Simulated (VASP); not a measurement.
# Tl2B6Te in VASP: further runs

Tl2B6Te is run at these levels: PBE; tasks: single point.

Program: VASP 6.6.1. These are calculated values, not measurements. Logs are shortened: lines on timing, memory, paths and dates and some standing lists are left out, and cuts for length are marked.

### 1 The cell of the first run

Symmetry: I4mm, No. 107, tetragonal system. The conventional cell has a = 4.962 Å, b = 4.962 Å, c = 12.386 Å, α = 90.00°, β = 90.00°, γ = 90.00°. Tl (site symmetry 2mm) has 12 B at 3.06 to 3.66 Å and 4 Tl at 3.51 Å and 2 Te at 3.74 Å within 4.0 Å. Within 2.3 Å of B (site symmetry m) lie 4 B at 1.71 to 1.73 Å. B (site symmetry 4mm) has 4 B at 1.73 Å within 2.3 Å. B (site symmetry 4mm) has 4 B at 1.73 Å within 2.3 Å. Te (site symmetry 4mm) has 4 B at 2.33 Å within 3.1 Å.

### 2 Single point, PBE

Contents of INCAR:

```
ALGO = Normal
EDIFF = 1E-6
ENCUT = 520
GGA = PE
ISIF = 2
ISMEAR = 0
LASPH = T
LCHARG = F
LREAL = F
LWAVE = F
NBANDS = 35
NELM = 60
PREC = Accurate
SIGMA = 0.1
```

Contents of KPOINTS:

```
k-points
0
Gamma
  6 6 6
```

Contents of POSCAR:

```
Tl2B6Te
1.0
   -2.4807814682      2.4807814682      6.1931101157
    2.4807814682     -2.4807814682      6.1931101157
    2.4807814682      2.4807814682     -6.1931101157
Tl B Te
2 6 1
Direct
    0.2511517260      0.7511517260      0.5000000000
    0.7511517260      0.2511517260      0.5000000000
    0.3231724149      0.6676191065      0.0000000000
    0.6676191065      0.3231724149      0.0000000000
    0.5948895863      0.5948895863      0.0000000000
    0.3958641350      0.3958641350      0.0000000000
    0.6676191065      0.6676191065      0.3444466916
    0.3231724149      0.3231724149      0.6555533084
    0.0250448306      0.0250448306      0.0000000000
```

Potentials or basis: VASP PAW PBE potentials, release 64 (Tl_d, B, Te).

Run with:

```
$ cat potpaw_PBE.64/Tl_d/POTCAR potpaw_PBE.64/B/POTCAR potpaw_PBE.64/Te/POTCAR > POTCAR
$ mpirun -np 1 vasp_std > vasp.out
```

OUTCAR:

```text
EDIFF = 1E-6
   ENCUT = 520
   GGA = PE
   ISIF = 2
   ISMEAR = 0
   LASPH = T
   LREAL = F
   NELM = 60
   PREC = Accurate

 ion  position               nearest neighbor table
   1  0.251  0.751  0.500-   6 3.06   6 3.06   5 3.15   5 3.15   2 3.51   2 3.51   2 3.51   2 3.51
                             9 3.74   9 3.74
   2  0.751  0.251  0.500-   6 3.06   6 3.06   5 3.15   5 3.15   1 3.51   1 3.51   1 3.51   1 3.51
                             9 3.74   9 3.74
   3  0.323  0.668  0.000-   7 1.71   8 1.71   5 1.73   6 1.73   9 2.33
   4  0.668  0.323  0.000-   7 1.71   8 1.71   5 1.73   6 1.73   9 2.33
   5  0.595  0.595  0.000-   3 1.73   4 1.73   7 1.73   8 1.73   1 3.15   2 3.15   1 3.15   2 3.15

   6  0.396  0.396  0.000-   3 1.73   4 1.73   8 1.73   7 1.73   1 3.06   2 3.06   1 3.06   2 3.06

   7  0.668  0.668  0.344-   3 1.71   4 1.71   5 1.73   6 1.73   9 2.33
   8  0.323  0.323  0.656-   3 1.71   4 1.71   5 1.73   6 1.73   9 2.33
   9  0.025  0.025  0.000-   8 2.33   3 2.33   4 2.33   7 2.33   2 3.74   1 3.74   2 3.74   1 3.74

  LATTYP: Found a body centered tetragonal cell.
 ALAT       =     4.9615629364
 C/A-ratio  =     2.4964351738

  Lattice vectors:

 A1 = (  -2.4807814682,   2.4807814682,   6.1931101157)
 A2 = (   2.4807814682,  -2.4807814682,   6.1931101157)
 A3 = (   2.4807814682,   2.4807814682,  -6.1931101157)

Analysis of symmetry for initial positions (statically):
=====================================================================
 Subroutine PRICEL returns:
 Original cell was already a primitive cell.

 Routine SETGRP: Setting up the symmetry group for a
 body centered tetragonal supercell.

 Subroutine GETGRP returns: Found  8 space group operations
 (whereof  8 operations were pure point group operations)
 out of a pool of 16 trial point group operations.

The static configuration has the point symmetry C_4v.

Analysis of symmetry for dynamics (positions and initial velocities):
=====================================================================
 Subroutine PRICEL returns:
 Original cell was already a primitive cell.

 Routine SETGRP: Setting up the symmetry group for a
 body centered tetragonal supercell.

 Subroutine GETGRP returns: Found  8 space group operations
 (whereof  8 operations were pure point group operations)
 out of a pool of 16 trial point group operations.

[... 120 lines left out ...]
   ISIF   =      2    stress and relaxation
   ISYM   =      2    0-nonsym 1-usesym 2-fastsym
   POTIM  = 0.5000    time-step for ionic-motion
   TEBEG  =    0.0;   TEEND  =   0.0 temperature during run
   PSTRESS=    0.0 pullay stress
   NELECT =      50.0000    total number of electrons
   NUPDOWN=      -1.0000    fix difference up-down
   EMIN   =  10.00;   EMAX   =-10.00  energy-range for DOS
   EFERMI =   0.00;   METHOD = LEGACY
   ISMEAR =     0;   SIGMA  =   0.10  broadening in eV -4-tet -1-fermi 0-gaus
   EFERMI_NEDOS =   21; number of points for ismear=-14 and -15
   IALGO  =     38    algorithm
   IMIX   =      4    mixing-type and parameters
     AMIX     =   0.40;   BMIX     =  1.00
     AMIX_MAG =   1.60;   BMIX_MAG =  1.00
  volume/ion in A,a.u.               =      16.94       114.31
  Fermi-wavevector in a.u.,A,eV,Ry     =   1.128971  2.133446 17.341661  1.274576
  Thomas-Fermi vector in A             =   2.265663
   LORBIT       =      0    0 simple, 1 ext, 2 COOP (PROOUT), +10 PAW based schemes
   GGA     = PE    functional components
   LHFCALC =     F    Hartree Fock is set to
   AEXX    =    0.0000 exact exchange contribution
   IVDW    =     0    specifies the selected vdW correction
   LEPSILON=     F    determine dielectric tensor
   LRPA    =     F    only Hartree local field effects (RPA)
 non-spin polarized calculation
 Gauss-broadening in eV      SIGMA  =   0.10
  energy-cutoff  :      520.00
  volume of cell :      152.46
 maximum number of plane-waves:      4120
 NGX is ok and might be reduce to    54

 number of electron      50.0000000 magnetization

 Free energy of the ion-electron system (eV)
  ---------------------------------------------------
  ext. energy  EPLUGINS =         0.00000000
  ---------------------------------------------------
  free energy    TOTEN  =       -42.06395655 eV

  energy without entropy =      -42.05124540  energy(sigma->0) =      -42.05760098

 E-fermi :   5.1243     XC(G=0):  -9.7939

 val. band max:        5.0924718860   @ k =  -0.3333   0.5000   0.1667
 cond. band min:       5.1622721142   @ k =   0.5000   0.5000   0.1667
 fundamental gap:      0.0698002282
 Fermi energy:         5.1243396832

 k-point     1 :       0.0000    0.0000    0.0000
  band No.  band energies     occupation
      1      -9.9587      2.00000
      2      -7.1106      2.00000
      3      -6.5381      2.00000
      4      -6.4238      2.00000
      5      -6.3502      2.00000
      6      -6.3142      2.00000
[... 901 lines left out ...]
     34      10.2737      0.00000
     35      10.6686      0.00000

 [... further k-points ...]

------------------------ aborting loop because EDIFF is reached ----------------------------------------

  FORCE on cell =-STRESS in cart. coord.  units (eV):
  Direction    XX          YY          ZZ          XY          YZ          ZX
  --------------------------------------------------------------------------------------
  -------------------------------------------------------------------------------------
  Total        0.0230544      0.0230544      0.1702238      0.0000000      0.0000000      0.0000000
  in kB        0.2422807      0.2422807      1.7888963      0.0000000      0.0000000      0.0000000
  external PRESSURE =       0.7578192 kB  Pullay stress =       0.0000000 kB

 VOLUME and BASIS-vectors are now :
 -----------------------------------------------------------------------------
  energy-cutoff  :      520.00
  volume of cell :      152.46
      direct lattice vectors                 reciprocal lattice vectors
    -2.480781468  2.480781468  6.193110116     0.000000000  0.201549393  0.080734880
     2.480781468 -2.480781468  6.193110116     0.201549393  0.000000000  0.080734880
     2.480781468  2.480781468 -6.193110116     0.201549393  0.201549393  0.000000000

 POSITION                                       TOTAL-FORCE (eV/Angst)
 -----------------------------------------------------------------------------------
      2.48078      0.00000      3.11082         0.000000      0.000000     -0.007027
      0.00000      2.48078      3.11082         0.000000      0.000000     -0.007027
      0.85450     -0.85450      6.13608         0.058439     -0.058439      0.008217
     -0.85450      0.85450      6.13608        -0.058439      0.058439      0.008217
      0.00000      0.00000      7.36843         0.000000      0.000000      0.089224
      0.00000      0.00000      4.90326         0.000000      0.000000     -0.105638
      0.85450      0.85450      6.13608         0.058439      0.058439      0.008217
      1.62628      1.62628     -0.05703        -0.058439     -0.058439      0.008217
      0.00000      0.00000      0.31021         0.000000      0.000000     -0.002400
 -----------------------------------------------------------------------------------
    total drift:                                0.000000      0.000000     -0.000499

  FREE ENERGIE OF THE ION-ELECTRON SYSTEM (eV)
  ---------------------------------------------------
  free  energy   TOTEN  =       -42.0639565548 eV

  energy  without entropy=      -42.0512454012  energy(sigma->0) =      -42.05760098
```

OSZICAR:

```text
N       E                     dE             d eps       ncg     rms          rms(c)
DAV:   1     0.223738302956E+03    0.22374E+03   -0.23476E+04  2100   0.127E+03
DAV:   2    -0.388935167215E+02   -0.26263E+03   -0.24911E+03  2481   0.266E+02
DAV:   3    -0.507962318732E+02   -0.11903E+02   -0.11734E+02  2467   0.498E+01
DAV:   4    -0.509507407669E+02   -0.15451E+00   -0.15406E+00  2573   0.595E+00
DAV:   5    -0.509535010604E+02   -0.27603E-02   -0.27598E-02  2523   0.773E-01    0.126E+01
DAV:   6    -0.420377515436E+02    0.89157E+01   -0.18969E+01  2320   0.203E+01    0.634E+00
DAV:   7    -0.421099756608E+02   -0.72224E-01   -0.80033E+00  2469   0.956E+00    0.356E+00
DAV:   8    -0.420717667848E+02    0.38209E-01   -0.45325E-01  2398   0.281E+00    0.283E+00
DAV:   9    -0.420682688424E+02    0.34979E-02   -0.69427E-02  2447   0.125E+00    0.533E-01
DAV:  10    -0.420641106776E+02    0.41582E-02   -0.14239E-02  2456   0.521E-01    0.394E-01
DAV:  11    -0.420639558894E+02    0.15479E-03   -0.45346E-03  2447   0.253E-01    0.272E-01
DAV:  12    -0.420639344109E+02    0.21479E-04   -0.73817E-04  2306   0.116E-01    0.318E-02
DAV:  13    -0.420639554635E+02   -0.21053E-04   -0.95064E-05  2388   0.380E-02    0.467E-02
DAV:  14    -0.420639561376E+02   -0.67413E-06   -0.10150E-05  2337   0.128E-02    0.752E-03
DAV:  15    -0.420639565548E+02   -0.41720E-06   -0.28144E-06  2306   0.715E-03
   1 F= -.42063957E+02 E0= -.42057601E+02  d E =-.127112E-01
```

stdout:

```text
POSCAR found type information on POSCAR TlB Te
 POSCAR found :  3 types and       9 ions
 scaLAPACK will be used
 LDA part: xc-table for (Slater+PW92), standard interpolation
 POSCAR, INCAR and KPOINTS ok, starting setup
 FFT: planning ... GRIDC
 FFT: planning ... GRID_SOFT
 FFT: planning ... GRID
 WAVECAR not read
 entering main loop
```

Run time: 2.6 min. Hardware: 1 thread of Intel Xeon 6975P-C (Granite Rapids), shared host; peak memory 0.45 GiB.

What came out:

| Item | Value |
| --- | --- |
| Free energy | -42.0640 eV |
| Pressure | 0.1 GPa |
| Largest force | 0.106 eV/Å |
| Band gap on the k mesh | zero (band 25 reaches 5.77 eV, above the bottom of band 26 at 3.99 eV) |

Forces in eV/Å, atoms in the order of the input:
```
Tl   0.000  0.000 -0.007
Tl   0.000  0.000 -0.007
B    0.058 -0.058  0.008
B   -0.058  0.058  0.008
B    0.000  0.000  0.089
B    0.000  0.000 -0.106
B    0.058  0.058  0.008
B   -0.058 -0.058  0.008
Te   0.000  0.000 -0.002
```

Caveat: spin-orbit coupling is left out, which moves the levels of the heavy elements.

### 3 Single point, PBE

This run uses another cell than the first one, of the same volume but with other edges.

Contents of INCAR:

```
SYSTEM = Tl2B6Te
PREC = Accurate ; ENCUT = 520
EDIFF = 1E-6 ; ISMEAR = 0
SIGMA = 0.2 ; LREAL = .False.
LASPH = .True. ; NELM = 100
ALGO = Normal ; ISIF = 2
LWAVE = .False. ; LCHARG = .False.
GGA = PE ; NBANDS = 35
```

Contents of KPOINTS:

```
Automatic mesh
0
Gamma
  4 4 4
  0 0 0
```

Contents of POSCAR:

```
Tl2B6Te
1.0
   -0.0445617825      3.5081692817      3.5082641292
    6.1760602068      0.0307561989      3.5281085093
    6.1653817614      3.5390430387      0.0197088314
Tl B Te
2 6 1
Direct
    0.7499075761      0.7510925480      0.7512518582
    0.2497480676      0.2510376639      0.2512987596
    0.6765645670      0.6677535325      0.3230789431
    0.3318796912      0.3232221738      0.6677633190
    0.4057025053      0.5947071148      0.5951130120
    0.6029136998      0.3961544736      0.3956147506
    0.3318681862      0.6678530764      0.3231447466
    0.6765891295      0.3231345865      0.6676488261
   -0.0251734227      0.0250448306      1.0250857849
```

Potentials or basis: VASP PAW PBE potentials, release 64 (Tl_d, B, Te).

Run with:

```
$ cat potpaw_PBE.64/Tl_d/POTCAR potpaw_PBE.64/B/POTCAR potpaw_PBE.64/Te/POTCAR > POTCAR
$ mpirun -np 1 vasp_std > vasp.out
```

OUTCAR:

```text
SYSTEM = Tl2B6Te
   PREC = Accurate
   ENCUT = 520
   EDIFF = 1E-6
   ISMEAR = 0
   LREAL = .False.
   LASPH = .True.
   NELM = 100
   ISIF = 2
   GGA = PE

 ion  position               nearest neighbor table
   1  0.750  0.751  0.751-   6 3.06   6 3.06   5 3.14   5 3.15   2 3.51   2 3.51   2 3.51   2 3.51
                             9 3.74   9 3.74
   2  0.250  0.251  0.251-   6 3.05   6 3.07   5 3.14   5 3.15   1 3.51   1 3.51   1 3.51   1 3.51
                             9 3.74   9 3.74
   3  0.677  0.668  0.323-   8 1.71   7 1.71   5 1.73   6 1.73   9 2.33
   4  0.332  0.323  0.668-   8 1.71   7 1.71   5 1.73   6 1.73   9 2.33
   5  0.406  0.595  0.595-   4 1.73   3 1.73   7 1.73   8 1.73   1 3.14   2 3.14   2 3.15   1 3.15

   6  0.603  0.396  0.396-   8 1.73   3 1.73   4 1.73   7 1.73   2 3.05   1 3.06   1 3.06   2 3.07

   7  0.332  0.668  0.323-   3 1.71   4 1.71   5 1.73   6 1.73   9 2.33
   8  0.677  0.323  0.668-   3 1.71   4 1.71   5 1.73   6 1.73   9 2.33
   9  0.975  0.025  0.025-   7 2.33   4 2.33   8 2.33   3 2.33   2 3.74   1 3.74   1 3.74   2 3.74

  LATTYP: Found a triclinic cell.
 ALAT       =     7.1128204866
 B/A-ratio  =     0.6975514312
 C/A-ratio  =     0.6975527882
 COS(alpha) =     0.0000102680
 COS(beta)  =     0.3459892862
[... 209 lines left out ...]
      4      -6.4319      2.00000
      5      -6.3572      2.00000
      6      -6.3217      2.00000
[... 901 lines left out ...]
     34      10.0470      0.00000
     35      11.2155      0.00000

 [... further k-points ...]

------------------------ aborting loop because EDIFF is reached ----------------------------------------

  FORCE on cell =-STRESS in cart. coord.  units (eV):
  Direction    XX          YY          ZZ          XY          YZ          ZX
  --------------------------------------------------------------------------------------
  -------------------------------------------------------------------------------------
  Total        0.0471951      0.0519595      0.0519285      0.0054092     -0.0000790      0.0032460
  in kB        0.4959797      0.5460499      0.5457239      0.0568456     -0.0008305      0.0341125
  external PRESSURE =       0.5292512 kB  Pullay stress =       0.0000000 kB

 VOLUME and BASIS-vectors are now :
 -----------------------------------------------------------------------------
  energy-cutoff  :      520.00
  volume of cell :      152.46
      direct lattice vectors                 reciprocal lattice vectors
    -0.044561783  3.508169282  3.508264129    -0.081896112  0.141880073  0.142124775
     6.176060207  0.030756199  3.528108509     0.080985907 -0.141881732  0.142906575
     6.165381761  3.539043039  0.019708831     0.080477859  0.143152944 -0.142126848

 POSITION                                       TOTAL-FORCE (eV/Angst)
 -----------------------------------------------------------------------------------
      9.23713      5.31262      5.29562        -0.003874     -0.000447     -0.000578
      3.08865      1.77324      1.76682        -0.003887     -0.000060      0.000167
      6.08584      3.53743      4.73584         0.003086      0.000445      0.021467
      6.09847      3.53747      2.31785         0.003240      0.000621     -0.021180
      7.32397      3.54769      3.53323         0.010113     -0.000735     -0.000440
      4.85892      3.52741      3.52065        -0.020269     -0.000572     -0.000413
      6.10222      2.32841      3.52691         0.003916     -0.021033      0.000461
      6.08186      4.74637      3.52687         0.003634      0.021474      0.000273
      0.26590      3.50941      3.50880         0.004041      0.000307      0.000242
 -----------------------------------------------------------------------------------
    total drift:                               -0.000661     -0.000107     -0.000104

  FREE ENERGIE OF THE ION-ELECTRON SYSTEM (eV)
  ---------------------------------------------------
  free  energy   TOTEN  =       -42.0388973197 eV

  energy  without entropy=      -41.9820697654  energy(sigma->0) =      -42.01048354
```

OSZICAR:

```text
N       E                     dE             d eps       ncg     rms          rms(c)
DAV:   1     0.222460600781E+03    0.22246E+03   -0.23397E+04  2520   0.127E+03
DAV:   2    -0.388663074344E+02   -0.26133E+03   -0.24953E+03  2967   0.266E+02
DAV:   3    -0.508118437956E+02   -0.11946E+02   -0.11730E+02  3027   0.498E+01
DAV:   4    -0.509701129034E+02   -0.15827E+00   -0.15773E+00  2981   0.595E+00
DAV:   5    -0.509730039362E+02   -0.28910E-02   -0.28903E-02  3048   0.801E-01    0.126E+01
DAV:   6    -0.420034138407E+02    0.89696E+01   -0.19134E+01  2782   0.204E+01    0.631E+00
DAV:   7    -0.420793455414E+02   -0.75932E-01   -0.76404E+00  2935   0.932E+00    0.374E+00
DAV:   8    -0.420475825035E+02    0.31763E-01   -0.38583E-01  2841   0.259E+00    0.289E+00
DAV:   9    -0.420397406355E+02    0.78419E-02   -0.66661E-02  2900   0.117E+00    0.634E-01
DAV:  10    -0.420390142745E+02    0.72636E-03   -0.79343E-03  2779   0.390E-01    0.405E-01
DAV:  11    -0.420388922673E+02    0.12201E-03   -0.23293E-03  2936   0.197E-01    0.231E-01
DAV:  12    -0.420388793735E+02    0.12894E-04   -0.59035E-04  2729   0.101E-01    0.286E-02
DAV:  13    -0.420388938756E+02   -0.14502E-04   -0.10183E-04  2929   0.381E-02    0.389E-02
DAV:  14    -0.420388969187E+02   -0.30431E-05   -0.80238E-06  2695   0.125E-02    0.525E-03
DAV:  15    -0.420388973197E+02   -0.40095E-06   -0.17153E-06  2242   0.552E-03
   1 F= -.42038897E+02 E0= -.42010484E+02  d E =-.568276E-01
```

Wall time 2.3 min (1 thread of Intel Xeon 6975P-C (Granite Rapids), shared host); peak memory 0.41 GiB.

Results:

```yaml
Free_energy: -42.0389 eV
Pressure: 0.1 GPa
Largest_force: 0.022 eV/Å
Band_gap_on_the_k_mesh: zero (band 25 reaches 5.72 eV, above the bottom of band 26 at 3.97 eV)
```

Forces on the atoms (eV/Å):
```
Tl  -0.004  0.000 -0.001
Tl  -0.004  0.000  0.000
B    0.003  0.000  0.021
B    0.003  0.001 -0.021
B    0.010 -0.001  0.000
B   -0.020 -0.001  0.000
B    0.004 -0.021  0.000
B    0.004  0.021  0.000
Te   0.004  0.000  0.000
```

Caveat: spin-orbit coupling is left out, which moves the levels of the heavy elements.
